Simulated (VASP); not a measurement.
Runs of VASP 6.6.1 on Rb3Pt. The structure is that of space group Pm-3m (No. 221), or close to it. The cells are those of the table. 

```tsv
cell	gap on the mesh (eV)	pressure (GPa)
a = 5.499 Å, 4 atoms	none	-0.1
a = 5.387 Å, 4 atoms	none	0.6
a = 5.462 Å, 4 atoms	none	0.1
a = 5.571 Å, 4 atoms	none	(a)
```

Alike in all rows: task single point; level PBE; potentials or basis VASP PAW PBE potentials, release 64 (Pt, Rb_sv); no spin polarisation; k mesh 5 × 5 × 5; cutoff (eV) 520; smearing fermi-dirac 0.05 eV.

**Question.** Fill in the values left out.

**Answer.** (a) -0.4.

Caveats: spin-orbit coupling is left out, which moves the levels of the heavy elements.

A k mesh can miss the band edges, and the runs leave out spin-orbit coupling on Pt, Rb.

A gap of «none» marks levels without a gap at the run's occupations.
